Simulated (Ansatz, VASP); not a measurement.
Au in VASP and in Ansatz

```xyz
1
Lattice="0.0000 2.0624 2.0625 2.0622 0.0000 2.0625 2.0622 2.0624 0.0000" Properties=species:S:1:pos:R:3 pbc="T T T"
Au    0.0000    0.0000    0.0000
```

Alike in both runs: functional r2SCAN; k mesh 24 × 24 × 24; occupations gaussian, width 0.1 eV; no spin polarisation.

Ansatz relaxed the structure, and its values are those at the end. VASP's run is a single point on that final structure, the one shown.

|  | VASP | Ansatz |
| --- | --- | --- |
| version | VASP 6.6.1 | Ansatz 0.2.0 |
| potentials or method | VASP PAW PBE potentials, release 64 (Au), cutoff 520 eV | scalar-relativistic, plane waves, PAW |
| valence electrons in the cell | 11 | 19 |

|  | VASP | Ansatz | Ansatz less VASP |
| --- | --- | --- | --- |
| gap on the k mesh at the Fermi level (eV) | none | none | - |
| pressure (GPa) | 0.3 | 0.0 | -0.26 |

VASP's potentials were made for PBE, not for r2SCAN. A gap of «none» marks a metal or a gap that the smearing closes. VASP's potentials hold 11 valence electrons a cell and Ansatz's 19, so a difference there can come from the potentials and not from the codes.

Neither program's run includes spin-orbit coupling.
